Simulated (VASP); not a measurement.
# Li2Pd (P6/mmm) in VASP: further runs

Runs on Li2Pd. Level: LDA. Tasks: single point, relaxation of cell and atoms.

All numbers are computed with VASP 6.6.1; they aren't measurements. Logs are shortened: lines on timing, memory, paths and dates and some standing lists are left out, and cuts for length are marked.

## Step 1: The cell of the first run

It takes space group P6/mmm (No. 191, hexagonal). The conventional cell has a = 4.121 Å, b = 4.121 Å, c = 2.627 Å, α = 90.00°, β = 90.00°, γ = 120.00°. Within 3.1 Å of Li (site symmetry -6m2) lie 5 Li at 2.38 to 2.63 Å and 6 Pd at 2.72 Å. Pd (site symmetry 6/mmm) has 2 Pd at 2.63 Å and 12 Li at 2.72 Å within 3.5 Å.

## Step 2: Single point, LDA

File INCAR:

```
PREC = Accurate
ENCUT = 520
EDIFF = 1E-6
ISMEAR = 0
SIGMA = 0.1
LREAL = False
LASPH = True
NELM = 80
ALGO = Normal
ISIF = 2
LWAVE = False
LCHARG = False
GGA = CA
NBANDS = 15
```

File KPOINTS:

```
Automatic mesh
0
Gamma
  12 12 16
```

File POSCAR:

```
Li2Pd
1.0
    4.1208080040      0.0000000000      0.0000000000
   -2.0604040020      3.5687244156      0.0000000000
    0.0000000000      0.0000000000      2.6267620949
Li Pd
2 1
Direct
    0.3333333333      0.6666666667      0.5000000000
    0.6666666667      0.3333333333      0.5000000000
    0.0000000000      0.0000000000      0.0000000000
```

Potentials or basis: VASP PAW LDA potentials, release 64 (Li_sv, Pd).

Launch:

```
> cat potpaw_LDA.64/Li_sv/POTCAR potpaw_LDA.64/Pd/POTCAR > POTCAR
> mpirun -np 1 vasp_std > vasp.out
```

OUTCAR:

```text
PREC = Accurate
   ENCUT = 520
   EDIFF = 1E-6
   ISMEAR = 0
   LREAL = False
   LASPH = True
   NELM = 80
   ISIF = 2
   GGA = CA

 ion  position               nearest neighbor table
   1  0.333  0.667  0.500-   2 2.38   2 2.38   2 2.38   3 2.72   3 2.72   3 2.72   3 2.72   3 2.72
                             3 2.72
   2  0.667  0.333  0.500-   1 2.38   1 2.38   1 2.38   3 2.72   3 2.72   3 2.72   3 2.72   3 2.72
                             3 2.72
   3  0.000  0.000  0.000-   1 2.72   2 2.72   1 2.72   2 2.72   2 2.72   2 2.72   1 2.72   1 2.72
                             2 2.72   2 2.72   1 2.72   1 2.72

  LATTYP: Found a hexagonal cell.
 ALAT       =     4.1208080040
 C/A-ratio  =     0.6374386024

  Lattice vectors:

 A1 = (   4.1208080040,   0.0000000000,   0.0000000000)
 A2 = (  -2.0604040020,   3.5687244156,   0.0000000000)
 A3 = (   0.0000000000,   0.0000000000,   2.6267620949)

Analysis of symmetry for initial positions (statically):
=====================================================================
 Subroutine PRICEL returns:
 Original cell was already a primitive cell.

 Routine SETGRP: Setting up the symmetry group for a
 hexagonal supercell.

 Subroutine GETGRP returns: Found 24 space group operations
 (whereof 24 operations were pure point group operations)
 out of a pool of 24 trial point group operations.

The static configuration has the point symmetry D_6h.

Analysis of symmetry for dynamics (positions and initial velocities):
=====================================================================
 Subroutine PRICEL returns:
 Original cell was already a primitive cell.

 Routine SETGRP: Setting up the symmetry group for a
 hexagonal supercell.

 Subroutine GETGRP returns: Found 24 space group operations
 (whereof 24 operations were pure point group operations)
 out of a pool of 24 trial point group operations.

The dynamic configuration has the point symmetry D_6h.

 Subroutine INISYM returns: Found 24 space group operations
 (whereof 24 operations are pure point group operations),
 and found     1 'primitive' translations

----------------------------------------------------------------------------------------

                                     Primitive cell

  volume of cell :      38.6292

  direct lattice vectors                    reciprocal lattice vectors
     4.120808004  0.000000000  0.000000000     0.242670855  0.140106083  0.000000000
    -2.060404002  3.568724416  0.000000000     0.000000000  0.280212166  0.000000000
     0.000000000  0.000000000  2.626762095     0.000000000  0.000000000  0.380696829

  length of vectors
     4.120808004  4.120808004  2.626762095     0.280212166  0.280212166  0.380696829

  position of ions in fractional coordinates (direct lattice)
     0.333333333  0.666666667  0.500000000
     0.666666667  0.333333333  0.500000000
     0.000000000  0.000000000  0.000000000

  ion indices of the primitive-cell ions
   primitive index   ion index
                 1           1
                 2           2
                 3           3

----------------------------------------------------------------------------------------

 KPOINTS: Automatic mesh

Automatic generation of k-mesh.
 Grid dimensions read from file:
 generate k-points for:   12   12   16

 Generating k-lattice:

  Cartesian coordinates                     Fractional coordinates (reciprocal lattice)
     0.020222571  0.011675507  0.000000000     0.083333333  0.000000000  0.000000000
     0.000000000  0.023351014  0.000000000     0.000000000  0.083333333  0.000000000
     0.000000000  0.000000000  0.023793552     0.000000000  0.000000000  0.062500000

  Length of vectors
     0.023351014  0.023351014  0.023793552

  Shift w.r.t. Gamma in fractional coordinates (k-lattice)
     0.000000000  0.000000000  0.000000000

 Subroutine IBZKPT returns following result:
 ===========================================

 Found    171 irreducible k-points:

 Following reciprocal coordinates:
            Coordinates               Weight
  0.000000  0.000000  0.000000      1.000000
  0.083333  0.000000  0.000000      6.000000
  0.166667  0.000000  0.000000      6.000000
  0.250000  0.000000  0.000000      6.000000
  0.333333  0.000000  0.000000      6.000000
  0.416667  0.000000  0.000000      6.000000
[... 16 lines left out ...]
  0.250000  0.000000  0.062500     12.000000
  0.333333  0.000000  0.062500     12.000000
 [... further k-points ...]
   k-points           NKPTS =    171   k-points in BZ     NKDIM =    171   number of bands    NBANDS=     15
   number of dos      NEDOS =    301   number of ions     NIONS =      3
   total plane-waves  NPLWV =  20480
   dimension x,y,z NGX =    32 NGY =   32 NGZ =   20
   dimension x,y,z NGXF=    64 NGYF=   64 NGZF=   40
   ions per type =               2   1
   NGX,Y,Z   is equivalent  to a cutoff of  12.91, 12.91, 12.66 a.u.
   NGXF,Y,Z  is equivalent  to a cutoff of  25.82, 25.82, 25.32 a.u.
 SYSTEM =  unknown system
   PREC   = accura    normal or accurate (medium, high low for compatibility)
   ISTART =      0    job   : 0-new  1-cont  2-samecut
   ICHARG =      2    charge: 1-file 2-atom 10-const
   ISPIN  =      1    spin polarized calculation?
   LNONCOLLINEAR =      F non collinear calculations
   LSORBIT =      F    spin-orbit coupling
   LASPH  =      T    aspherical Exc in radial PAW
   ENCUT  =  520.0 eV  38.22 Ry    6.18 a.u.   7.66  7.66  4.88*2*pi/ulx,y,z
   NELM   =     80;   NELMIN=  2; NELMDL= -5     # of ELM steps
   EDIFF  = 0.1E-05   stopping-criterion for ELM
   LREAL  =      F    real-space projection
   EDIFFG = 0.1E-04   stopping-criterion for IOM
   NSW    =      0    number of steps for IOM
   IBRION =     -1    ionic relax: 0-MD 1-quasi-New 2-CG
   NFREE  =      0    steps in history (QN), initial steepest desc. (CG)
   ISIF   =      2    stress and relaxation
   ISYM   =      2    0-nonsym 1-usesym 2-fastsym
   POTIM  = 0.5000    time-step for ionic-motion
   TEBEG  =    0.0;   TEEND  =   0.0 temperature during run
   PSTRESS=    0.0 pullay stress
   NELECT =      16.0000    total number of electrons
   NUPDOWN=      -1.0000    fix difference up-down
   EMIN   =  10.00;   EMAX   =-10.00  energy-range for DOS
   EFERMI =   0.00;   METHOD = LEGACY
   ISMEAR =     0;   SIGMA  =   0.10  broadening in eV -4-tet -1-fermi 0-gaus
   EFERMI_NEDOS =   21; number of points for ismear=-14 and -15
   IALGO  =     38    algorithm
   IMIX   =      4    mixing-type and parameters
     AMIX     =   0.40;   BMIX     =  1.00
     AMIX_MAG =   1.60;   BMIX_MAG =  1.00
  volume/ion in A,a.u.               =      12.88        86.89
  Fermi-wavevector in a.u.,A,eV,Ry     =   1.220327  2.306083 20.261759  1.489197
  Thomas-Fermi vector in A             =   2.355548
   LORBIT       =      0    0 simple, 1 ext, 2 COOP (PROOUT), +10 PAW based schemes
   GGA     = CA    functional components
   LHFCALC =     F    Hartree Fock is set to
   AEXX    =    0.0000 exact exchange contribution
   IVDW    =     0    specifies the selected vdW correction
   LEPSILON=     F    determine dielectric tensor
   LRPA    =     F    only Hartree local field effects (RPA)
 non-spin polarized calculation
 Gauss-broadening in eV      SIGMA  =   0.10
  energy-cutoff  :      520.00
  volume of cell :       38.63
 maximum number of plane-waves:      1078
 NGX is ok and might be reduce to    32
   NGX = 15   NGY = 15   NGZ =  9

 number of electron      16.0000002 magnetization

 Free energy of the ion-electron system (eV)
  ---------------------------------------------------
  ext. energy  EPLUGINS =         0.00000000
  ---------------------------------------------------
  free energy    TOTEN  =       -11.70742149 eV

  energy without entropy =      -11.70543303  energy(sigma->0) =      -11.70642726

 E-fermi :   5.1636     XC(G=0): -10.4917

 val. band max:        5.1394040523   @ k =   0.3333   0.0000   0.0000
 cond. band min:       5.2199876644   @ k =   0.4167   0.0000   0.1875
 fundamental gap:      0.0805836121
 Fermi energy:         5.1636107576

 k-point     1 :       0.0000    0.0000    0.0000
  band No.  band energies     occupation
      1     -39.6769      2.00000
      2     -39.5408      2.00000
      3      -0.3053      2.00000
      4       1.0435      2.00000
      5       1.8761      2.00000
      6       1.8761      2.00000
      7       4.0362      2.00000
      8       4.0362      2.00000
      9       9.3430      0.00000
     10       9.3430      0.00000
     11      10.9008      0.00000
     12      10.9008      0.00000
     13      14.7010      0.00000
     14      16.2288      0.00000
     15      17.1483      0.00000

 k-point     2 :       0.0833    0.0000    0.0000
  band No.  band energies     occupation
      1     -39.6748      2.00000
      2     -39.5429      2.00000
      3      -0.2592      2.00000
      4       1.0640      2.00000
      5       1.8768      2.00000
      6       1.9188      2.00000
      7       4.0295      2.00000
      8       4.0349      2.00000
      9       8.6354      0.00000
     10       8.8010      0.00000
     11      11.4344      0.00000
     12      11.5396      0.00000
     13      14.8437      0.00000
     14      16.4785      0.00000
     15      17.2530      0.00000
[... 365 lines left out ...]
      3       0.1501      2.00000
      4       1.3021      2.00000
      5       1.9669      2.00000
      6       2.2584      2.00000
      7       3.8214      2.00000
      8       3.8597      2.00000
      9       6.4284      0.00000
     10       7.3200      0.00000
     11      12.4404      0.00000
     12      14.0880      0.00000
     13      15.7851      0.00000
     14      17.1688      0.00000
     15      18.8020      0.00000

 k-point    24 :       0.3333    0.0000    0.0625
  band No.  band energies     occupation
      1     -39.6462      2.00000
      2     -39.5683      2.00000
      3       0.3024      2.00000
      4       1.4338      2.00000
      5       2.1515      2.00000
      6       2.4799      2.00000
      7       3.7690      2.00000
      8       3.8352      2.00000
      9       5.3345      0.01568
     10       6.6651      0.00000
     11      12.6034      0.00000
     12      15.5144      0.00000
     13      16.5111      0.00000
     14      17.8249      0.00000
     15      20.1396      0.00000

 [... further k-points ...]

------------------------ aborting loop because EDIFF is reached ----------------------------------------

  FORCE on cell =-STRESS in cart. coord.  units (eV):
  Direction    XX          YY          ZZ          XY          YZ          ZX
  --------------------------------------------------------------------------------------
  -------------------------------------------------------------------------------------
  Total        0.0056188      0.0056188      0.0088350      0.0000000     -0.0000000      0.0000000
  in kB        0.2330432      0.2330432      0.3664394      0.0000000     -0.0000000      0.0000000
  external PRESSURE =       0.2775086 kB  Pullay stress =       0.0000000 kB

 VOLUME and BASIS-vectors are now :
 -----------------------------------------------------------------------------
  energy-cutoff  :      520.00
  volume of cell :       38.63
      direct lattice vectors                 reciprocal lattice vectors
     4.120808004  0.000000000  0.000000000     0.242670855  0.140106083  0.000000000
    -2.060404002  3.568724416  0.000000000     0.000000000  0.280212166  0.000000000
     0.000000000  0.000000000  2.626762095     0.000000000  0.000000000  0.380696829

 POSITION                                       TOTAL-FORCE (eV/Angst)
 -----------------------------------------------------------------------------------
     -0.00000      2.37915      1.31338        -0.000000      0.000000     -0.000000
      2.06040      1.18957      1.31338         0.000000     -0.000000      0.000000
      0.00000      0.00000      0.00000        -0.000000     -0.000000      0.000000
 -----------------------------------------------------------------------------------
    total drift:                                0.000000     -0.000000     -0.000000

  FREE ENERGIE OF THE ION-ELECTRON SYSTEM (eV)
  ---------------------------------------------------
  free  energy   TOTEN  =       -11.7074214934 eV

  energy  without entropy=      -11.7054330292  energy(sigma->0) =      -11.70642726
```

Wall time 25 s (1 thread of Intel Xeon 6975P-C (Granite Rapids), shared host); peak memory 0.21 GiB.

Results:

* Free energy: -11.7074 eV
* Band gap on the k mesh: zero (bands 8 and 9 overlap by 2.56 eV)

Caveat: the cutoff is under 1.25 times the usual one of these potentials, so pressure, stress and relaxed cells hold a basis-set (Pulay) error.

## Step 3: Single point, LDA

File INCAR:

```
SYSTEM = Li2Pd
PREC = Accurate ; ENCUT = 520
EDIFF = 1E-6 ; ISMEAR = -1
SIGMA = 0.15 ; LREAL = .FALSE.
LASPH = .TRUE. ; NELM = 60
ALGO = Normal ; ISIF = 2
LWAVE = .FALSE. ; LCHARG = .TRUE.
GGA = CA ; LELF = .TRUE.
LVHAR = .TRUE. ; NBANDS = 15
```

File KPOINTS:

```
regular mesh
0
G
  12 12 16
  0 0 0
```

File POSCAR:

```
Li2Pd
1.0
    4.1214713037      0.0000000000      0.0000000000
   -2.0607356518      3.5692988500      0.0000000000
    0.0000000000      0.0000000000      2.6291363814
Li Pd
2 1
Direct
    0.3333333333      0.6666666667      0.5000000000
    0.6666666667      0.3333333333      0.5000000000
    0.0000000000      0.0000000000      0.0000000000
```

Potentials or basis: VASP PAW LDA potentials, release 64 (Li_sv, Pd).

Launch:

```
> cat potpaw_LDA.64/Li_sv/POTCAR potpaw_LDA.64/Pd/POTCAR > POTCAR
> mpirun -np 1 vasp_std > vasp.out
```

Wall time 28 s (1 thread of Intel Xeon 6975P-C (Granite Rapids), shared host); peak memory 0.21 GiB.

Results (log left out):

* Free energy: -11.7289 eV
* Band gap on the k mesh: zero (bands 8 and 9 overlap by 2.56 eV)

Levels at points of the mesh, in eV from the Fermi level:
| k point | band 6 | band 7 | band 8 | band 9 | band 10 | band 11 |
| --- | --- | --- | --- | --- | --- | --- |
| (0.00, 0.00, 0.00) | -3.25 | -1.10 | -1.10 | 4.21 | 4.21 | 5.77 |
| (0.50, 0.00, 0.00) | -1.98 | -1.75 | -1.20 | -1.12 | 0.67 | 7.57 |
| (0.00, 0.00, 0.50) | -2.28 | -2.28 | 0.89 | 1.99 | 6.69 | 6.69 |
| (0.50, 0.00, 0.50) | -1.91 | -1.17 | 0.60 | 1.35 | 4.18 | 7.33 |

Caveat: the cutoff is under 1.25 times the usual one of these potentials, so pressure, stress and relaxed cells hold a basis-set (Pulay) error.

(Part 1 of 3 ends here.)
